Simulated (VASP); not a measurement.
# P in VASP: a series of runs

The runs below take P through single point, with PBE+D3(BJ), r2SCAN.

Program: VASP 6.6.1. These are calculated values, not measurements. Logs are shortened: lines on timing, memory, paths and dates and some standing lists are left out, and cuts for length are marked.

## Step 1: The cell of the first run

The cell holds a slab with vacuum, 2 atoms: a = 3.254 Å, b = 3.254 Å, c = 28.000 Å, α = 90.00°, β = 90.00°, γ = 120.00°.

## Step 2: Single point, PBE+D3(BJ)

INCAR

```
PREC = Accurate
ENCUT = 520
EDIFF = 1E-7
ISMEAR = 0
SIGMA = 0.02
LREAL = False
LASPH = True
NELM = 80
ALGO = Normal
ISIF = 2
LWAVE = False
LCHARG = False
LDIPOL = True
IDIPOL = 3
DIPOL = 0.5 0.5 0.500
GGA = PE
IVDW = 12
NBANDS = 12
```

KPOINTS

```
Automatic mesh
0
Gamma
  9 9 1
```

POSCAR

```
P
1.0
    3.2540552468      0.0000000000      0.0000000000
   -1.6270276234      2.8180945091      0.0000000000
    0.0000000000      0.0000000000     28.0000000000
P
2
Direct
    0.3333333333      0.6666666667      0.5222365346
    0.6666666667      0.3333333333      0.4777634654
```

Potentials or basis: VASP PAW PBE potentials, release 64 (P).

Command:

```console
cat potpaw_PBE.64/P/POTCAR > POTCAR
mpirun -np 1 vasp_std > vasp.out
```

OUTCAR:

```text
PREC = Accurate
   ENCUT = 520
   EDIFF = 1E-7
   ISMEAR = 0
   LREAL = False
   LASPH = True
   NELM = 80
   ISIF = 2
   GGA = PE
   IVDW = 12
 IVDW          = 12

 ion  position               nearest neighbor table
   1  0.333  0.667  0.522-   2 2.25   2 2.25   2 2.25
   2  0.667  0.333  0.478-   1 2.25   1 2.25   1 2.25

  LATTYP: Found a hexagonal cell.
 ALAT       =     3.2540552468
 C/A-ratio  =     8.6046480088

  Lattice vectors:

 A1 = (   3.2540552468,   0.0000000000,   0.0000000000)
 A2 = (  -1.6270276234,   2.8180945091,   0.0000000000)
 A3 = (   0.0000000000,   0.0000000000,  28.0000000000)

Analysis of symmetry for initial positions (statically):
=====================================================================
 Subroutine PRICEL returns:
 Original cell was already a primitive cell.

 Routine SETGRP: Setting up the symmetry group for a
 hexagonal supercell.

 Subroutine GETGRP returns: Found 12 space group operations
 (whereof 12 operations were pure point group operations)
 out of a pool of 24 trial point group operations.

The static configuration has the point symmetry D_3d.

Analysis of symmetry for dynamics (positions and initial velocities):
=====================================================================
 Subroutine PRICEL returns:
 Original cell was already a primitive cell.

 Routine SETGRP: Setting up the symmetry group for a
 hexagonal supercell.

 Subroutine GETGRP returns: Found 12 space group operations
 (whereof 12 operations were pure point group operations)
 out of a pool of 24 trial point group operations.

The dynamic configuration has the point symmetry D_3d.

 Subroutine INISYM returns: Found 12 space group operations
 (whereof 12 operations are pure point group operations),
 and found     1 'primitive' translations

----------------------------------------------------------------------------------------

                                     Primitive cell

  volume of cell :     256.7666

  direct lattice vectors                    reciprocal lattice vectors
     3.254055247  0.000000000  0.000000000     0.307308857  0.177424852  0.000000000
    -1.627027623  2.818094509  0.000000000     0.000000000  0.354849703  0.000000000
     0.000000000  0.000000000 28.000000000     0.000000000  0.000000000  0.035714286

  length of vectors
     3.254055247  3.254055247 28.000000000     0.354849703  0.354849703  0.035714286

  position of ions in fractional coordinates (direct lattice)
     0.333333333  0.666666667  0.522236535
     0.666666667  0.333333333  0.477763465

  ion indices of the primitive-cell ions
   primitive index   ion index
                 1           1
                 2           2

----------------------------------------------------------------------------------------

 KPOINTS: Automatic mesh

Automatic generation of k-mesh.
 Grid dimensions read from file:
 generate k-points for:    9    9    1

 Generating k-lattice:

  Cartesian coordinates                     Fractional coordinates (reciprocal lattice)
     0.034145429  0.019713872  0.000000000     0.111111111  0.000000000  0.000000000
     0.000000000  0.039427745  0.000000000     0.000000000  0.111111111  0.000000000
     0.000000000  0.000000000  0.035714286     0.000000000  0.000000000  1.000000000

  Length of vectors
     0.039427745  0.039427745  0.035714286

  Shift w.r.t. Gamma in fractional coordinates (k-lattice)
     0.000000000  0.000000000  0.000000000

 Subroutine IBZKPT returns following result:
 ===========================================

 Found     12 irreducible k-points:

 Following reciprocal coordinates:
            Coordinates               Weight
  0.000000  0.000000  0.000000      1.000000
  0.111111 -0.000000  0.000000      6.000000
  0.222222 -0.000000  0.000000      6.000000
  0.333333  0.000000  0.000000      6.000000
  0.444444 -0.000000  0.000000      6.000000
  0.111111  0.111111  0.000000      6.000000
  0.222222  0.111111  0.000000     12.000000
  0.333333  0.111111  0.000000     12.000000
  0.444444  0.111111  0.000000      6.000000
  0.222222  0.222222  0.000000      6.000000
  0.333333  0.222222  0.000000     12.000000
  0.333333  0.333333  0.000000      2.000000
   k-points           NKPTS =     12   k-points in BZ     NKDIM =     12   number of bands    NBANDS=     12
   number of dos      NEDOS =    301   number of ions     NIONS =      2
   total plane-waves  NPLWV = 120960
   dimension x,y,z NGX =    24 NGY =   24 NGZ =  210
   dimension x,y,z NGXF=    48 NGYF=   48 NGZF=  420
   ions per type =               2
   NGX,Y,Z   is equivalent  to a cutoff of  12.26, 12.26, 12.47 a.u.
   NGXF,Y,Z  is equivalent  to a cutoff of  24.52, 24.52, 24.94 a.u.
 SYSTEM =  unknown system
   PREC   = accura    normal or accurate (medium, high low for compatibility)
   ISTART =      0    job   : 0-new  1-cont  2-samecut
   ICHARG =      2    charge: 1-file 2-atom 10-const
   ISPIN  =      1    spin polarized calculation?
   LNONCOLLINEAR =      F non collinear calculations
   LSORBIT =      F    spin-orbit coupling
   LASPH  =      T    aspherical Exc in radial PAW
   ENCUT  =  520.0 eV  38.22 Ry    6.18 a.u.   6.05  6.05 52.06*2*pi/ulx,y,z
   NELM   =     80;   NELMIN=  2; NELMDL= -5     # of ELM steps
   EDIFF  = 0.1E-06   stopping-criterion for ELM
   LREAL  =      F    real-space projection
   EDIFFG = 0.1E-05   stopping-criterion for IOM
   NSW    =      0    number of steps for IOM
   IBRION =     -1    ionic relax: 0-MD 1-quasi-New 2-CG
   NFREE  =      0    steps in history (QN), initial steepest desc. (CG)
   ISIF   =      2    stress and relaxation
   ISYM   =      2    0-nonsym 1-usesym 2-fastsym
   POTIM  = 0.5000    time-step for ionic-motion
   TEBEG  =    0.0;   TEEND  =   0.0 temperature during run
   PSTRESS=    0.0 pullay stress
   NELECT =      10.0000    total number of electrons
   NUPDOWN=      -1.0000    fix difference up-down
   EMIN   =  10.00;   EMAX   =-10.00  energy-range for DOS
   EFERMI =   0.00;   METHOD = LEGACY
   ISMEAR =     0;   SIGMA  =   0.02  broadening in eV -4-tet -1-fermi 0-gaus
   EFERMI_NEDOS =   21; number of points for ismear=-14 and -15
   IALGO  =     38    algorithm
   IMIX   =      4    mixing-type and parameters
     AMIX     =   0.40;   BMIX     =  1.00
     AMIX_MAG =   1.60;   BMIX_MAG =  1.00
  volume/ion in A,a.u.               =     128.38       866.37
  Fermi-wavevector in a.u.,A,eV,Ry     =   0.554918  1.048643  4.189693  0.307934
  Thomas-Fermi vector in A             =   1.588431
   LORBIT       =      0    0 simple, 1 ext, 2 COOP (PROOUT), +10 PAW based schemes
   GGA     = PE    functional components
   LHFCALC =     F    Hartree Fock is set to
   AEXX    =    0.0000 exact exchange contribution
   IVDW    =    12    specifies the selected vdW correction
   LEPSILON=     F    determine dielectric tensor
   LRPA    =     F    only Hartree local field effects (RPA)
 non-spin polarized calculation
 Gauss-broadening in eV      SIGMA  =   0.02
  energy-cutoff  :      520.00
  volume of cell :      256.77
 maximum number of plane-waves:      6984
   NGX = 13   NGY = 13   NGZ =105

 number of electron      10.0000000 magnetization

 dipolmoment           0.000000      0.000000      0.000000 electrons x Angstroem

 number of electron       9.9999998 magnetization

 dipolmoment           0.000000      0.000000     -0.000000 electrons x Angstroem

 Free energy of the ion-electron system (eV)
  ---------------------------------------------------
  ext. energy  EPLUGINS =         0.00000000
  ---------------------------------------------------
  free energy    TOTEN  =       -10.72847837 eV

  energy without entropy =      -10.72847837  energy(sigma->0) =      -10.72847837

 E-fermi :  -4.3180     XC(G=0):  -1.8938

 val. band max:       -4.4796620655   @ k =   0.0000   0.0000   0.0000
 cond. band min:      -2.4828123885   @ k =   0.3333   0.0000   0.0000
 fundamental gap:      1.9968496770
 Fermi energy:        -4.3180482270

 k-point     1 :       0.0000    0.0000    0.0000
  band No.  band energies     occupation
      1     -18.6663      2.00000
      2     -10.9550      2.00000
      3      -4.9497      2.00000
      4      -4.4797      2.00000
      5      -4.4797      2.00000
      6      -0.4521      0.00000
      7      -0.4521      0.00000
      8      -0.4167      0.00000
      9       0.8576      0.00000
     10       1.4257      0.00000
     11       1.8198      0.00000
     12       2.0296      0.00000

 k-point     2 :       0.1111   -0.0000    0.0000
  band No.  band energies     occupation
      1     -18.4639      2.00000
      2     -10.8168      2.00000
      3      -5.8999      2.00000
      4      -4.9053      2.00000
      5      -4.8309      2.00000
      6      -0.9642      0.00000
      7       0.0820      0.00000
      8       0.8110      0.00000
      9       1.1711      0.00000
     10       1.6363      0.00000
     11       2.0443      0.00000
     12       2.2634      0.00000

 k-point     3 :       0.2222   -0.0000    0.0000
  band No.  band energies     occupation
      1     -17.8642      2.00000
      2     -10.5860      2.00000
      3      -8.0043      2.00000
      4      -5.6754      2.00000
      5      -4.5848      2.00000
      6      -1.9304      0.00000
      7       0.8545      0.00000
      8       0.9501      0.00000
      9       1.7389      0.00000
     10       2.3980      0.00000
     11       2.7545      0.00000
     12       2.9580      0.00000
[... 106 lines left out ...]
 k-point    11 :       0.3333    0.2222    0.0000
  band No.  band energies     occupation
      1     -15.1811      2.00000
      2     -13.1457      2.00000
      3      -9.2244      2.00000
      4      -7.0966      2.00000
      5      -5.5563      2.00000
      6      -1.7978      0.00000
      7       0.1962      0.00000
      8       1.2243      0.00000
      9       3.0090      0.00000
     10       4.8064      0.00000
     11       5.2144      0.00000
     12       5.5077      0.00000

 k-point    12 :       0.3333    0.3333    0.0000
  band No.  band energies     occupation
      1     -14.0903      2.00000
      2     -14.0903      2.00000
      3      -9.8590      2.00000
      4      -6.2211      2.00000
      5      -6.2211      2.00000
      6      -2.3322      0.00000
      7       1.1030      0.00000
      8       1.1030      0.00000
      9       3.9086      0.00000
     10       5.4269      0.00000
     11       5.4269      0.00000
     12       5.6565      0.00000

------------------------ aborting loop because EDIFF is reached ----------------------------------------

 vacuum level on the upper side and lower side of the slab       (xc-potential included)        -0.013        -0.013

 Edisp (eV)   -0.42752

 E8    (eV) :    -0.1744

  FORCE on cell =-STRESS in cart. coord.  units (eV):
  Direction    XX          YY          ZZ          XY          YZ          ZX
  --------------------------------------------------------------------------------------
  -------------------------------------------------------------------------------------
  Total      -0.08112    -0.08112    -0.12148     0.00000    -0.00000     0.00000
  in kB      -0.50616    -0.50616    -0.75803     0.00000    -0.00000     0.00000
  external pressure =       -0.59 kB  Pullay stress =        0.00 kB

 VOLUME and BASIS-vectors are now :
 -----------------------------------------------------------------------------
  energy-cutoff  :      520.00
  volume of cell :      256.77
      direct lattice vectors                 reciprocal lattice vectors
     3.254055247  0.000000000  0.000000000     0.307308857  0.177424852  0.000000000
    -1.627027623  2.818094509  0.000000000     0.000000000  0.354849703  0.000000000
     0.000000000  0.000000000 28.000000000     0.000000000  0.000000000  0.035714286

 POSITION                                       TOTAL-FORCE (eV/Angst)
 -----------------------------------------------------------------------------------
     -0.00000      1.87873     14.62262        -0.000000      0.000000     -0.091241
      1.62703      0.93936     13.37738         0.000000     -0.000000      0.091241
 -----------------------------------------------------------------------------------
    total drift:                               -0.000000     -0.000000     -0.000000

  FREE ENERGIE OF THE ION-ELECTRON SYSTEM (eV)
  ---------------------------------------------------
  free  energy   TOTEN  =       -11.1559944761 eV

  energy  without entropy=      -11.1559944761  energy(sigma->0) =      -11.15599448

 vacuum level on the upper side and lower side of the slab         1.667         1.667
```

It took 53 s on 1 thread of Intel Xeon Platinum 8259CL at 2.50GHz (Skylake/Cascade Lake), shared host; peak memory 0.33 GiB.

Results:

```yaml
Free_energy: -11.1560 eV
Largest_force: 0.091 eV/Å
Band_gap_on_the_k_mesh: 2.00 eV, indirect (least direct gap 2.27 eV)
Dispersion_energy_per_atom: -0.214 eV
```

Forces in eV/Å, atoms in the order of the input:
```
P    0.000  0.000 -0.091
P    0.000  0.000  0.091
```

## Step 3: Single point, PBE+D3(BJ) (biaxial strain +0.020, then relaxed in part)

INCAR

```
SYSTEM = P
PREC = Accurate
ENCUT = 520
EDIFF = 1E-7
ISMEAR = 0
SIGMA = 0.02
LREAL = .False.
LASPH = .True.
NELM = 100
ALGO = Normal
ISIF = 2
LWAVE = .False.
LCHARG = .False.
LDIPOL = .True.
IDIPOL = 3
DIPOL = 0.5 0.5 0.500
GGA = PE
IVDW = 12
NBANDS = 12
```

KPOINTS

```
Automatic mesh
0
Gamma
  9 9 1
  0 0 0
```

POSCAR

```
P
1.0
    3.3191363518      0.0000000000      0.0000000000
   -1.6595681759      2.8744563993      0.0000000000
    0.0000000000      0.0000000000     28.0000000000
P
2
Direct
    0.3333333333      0.6666666667      0.5219780599
    0.6666666667      0.3333333333      0.4780219401
```

Potentials or basis: VASP PAW PBE potentials, release 64 (P).

Command:

```console
cat potpaw_PBE.64/P/POTCAR > POTCAR
mpirun -np 1 vasp_std > vasp.out
```

It took 85 s on 1 thread of Intel Xeon Platinum 8259CL at 2.50GHz (Skylake/Cascade Lake), shared host; peak memory 0.38 GiB.

It converged, with:

```
Free energy                : -11.1348 eV
Largest force              : 0.075 eV/Å
Band gap on the k mesh     : 1.91 eV, indirect (least direct gap 2.17 eV)
Dispersion energy per atom : -0.205 eV
```

Forces on the atoms (eV/Å):
```
P    0.000  0.000 -0.075
P    0.000  0.000  0.075
```

Levels at points of the mesh, in eV from the valence-band top:
```
           k point  band 1  band 2  band 3  band 4  band 5  band 6  band 7  band 8  band 9  band 10
(0.00, 0.00, 0.00)  -13.93   -6.29   -0.29   -0.26   -0.26    3.47    3.78    3.78    5.40     5.91
```

Caveat: the cell differs from its parent crystal (biaxial strain +0.020, then relaxed in part).

## Step 4: Single point, PBE+D3(BJ) (biaxial strain +0.040, then relaxed in part)

INCAR

```
  ALGO = Normal
  DIPOL = 0.5 0.5 0.500
  EDIFF = 1E-6
  ENCUT = 520
  GGA = PE
  IDIPOL = 3
  ISIF = 2
  ISMEAR = 0
  IVDW = 12
  LASPH = True
  LCHARG = False
  LDIPOL = True
  LREAL = False
  LWAVE = False
  NBANDS = 12
  NELM = 60
  PREC = Accurate
  SIGMA = 0.02
```

KPOINTS

```
k-points
0
Gamma
  9 9 1
```

POSCAR

```
P
1.0
    3.3842174567      0.0000000000      0.0000000000
   -1.6921087284      2.9308182894      0.0000000000
    0.0000000000      0.0000000000     28.0000000000
P
2
Direct
    0.3333333333      0.6666666667      0.5217530985
    0.6666666667      0.3333333333      0.4782469015
```

Command:

```console
cat potpaw_PBE.64/P/POTCAR > POTCAR
mpirun -np 1 vasp_std > vasp.out
```

Wall time 74 s (1 thread of Intel Xeon Platinum 8259CL at 2.50GHz (Skylake/Cascade Lake), shared host); peak memory 0.39 GiB.

Results (log left out):

| Quantity | Value |
| --- | --- |
| Free energy | -11.0776 eV |
| Largest force | 0.074 eV/Å |
| Band gap on the k mesh | 1.75 eV, indirect (least direct gap 2.08 eV) |
| Dispersion energy per atom | -0.197 eV |

Forces in eV/Å, atoms in the order of the input:
```
P    0.000  0.000 -0.074
P    0.000  0.000  0.074
```

Levels at points of the mesh, in eV from the valence-band top:
| k point | band 2 | band 3 | band 4 | band 5 | band 6 | band 7 | band 8 | band 9 |
| --- | --- | --- | --- | --- | --- | --- | --- | --- |
| (0.00, 0.00, 0.00) | -6.21 | -0.56 | -0.56 | -0.21 | 2.84 | 3.47 | 3.47 | 5.37 |

Caveat: the cell differs from its parent crystal (biaxial strain +0.040, then relaxed in part).

## Step 5: Single point, PBE+D3(BJ) (biaxial strain +0.070, then relaxed in part)

INCAR

```
  PREC = Accurate
  ENCUT = 520
  EDIFF = 1E-7
  ISMEAR = 0
  SIGMA = 0.02
  LREAL = F
  LASPH = T
  NELM = 80
  ALGO = Normal
  ISIF = 2
  LWAVE = F
  LCHARG = F
  LDIPOL = T
  IDIPOL = 3
  DIPOL = 0.5 0.5 0.500
  GGA = PE
  IVDW = 12
  NBANDS = 12
```

KPOINTS

```
regular mesh
0
Gamma
  9 9 1
```

POSCAR

```
P
1.0
    3.4818391141      0.0000000000      0.0000000000
   -1.7409195571      3.0153611247      0.0000000000
    0.0000000000      0.0000000000     28.0000000000
P
2
Direct
    0.3333333333      0.6666666667      0.5214304201
    0.6666666667      0.3333333333      0.4785695799
```

Command:

```console
cat potpaw_PBE.64/P/POTCAR > POTCAR
mpirun -np 1 vasp_std > vasp.out
```

Run time: 67 s. Hardware: 1 thread of Intel Xeon Platinum 8259CL at 2.50GHz (Skylake/Cascade Lake), shared host; peak memory 0.4 GiB.

The run converged. Its results:

```
Free energy                : -10.9345 eV
Largest force              : 0.061 eV/Å
Band gap on the k mesh     : 1.51 eV, indirect (least direct gap 1.83 eV)
Dispersion energy per atom : -0.186 eV
```

Forces on the atoms (eV/Å):
```
P    0.000  0.000 -0.061
P    0.000  0.000  0.061
```

Levels at points of the mesh, in eV from the valence-band top:
| k point | band 2 | band 3 | band 4 | band 5 | band 6 | band 7 | band 8 | band 9 |
| --- | --- | --- | --- | --- | --- | --- | --- | --- |
| (0.00, 0.00, 0.00) | -6.15 | -0.94 | -0.94 | -0.12 | 1.98 | 3.05 | 3.05 | 5.30 |

Caveat: the cell differs from its parent crystal (biaxial strain +0.070, then relaxed in part).

[end of part 1 of 2]
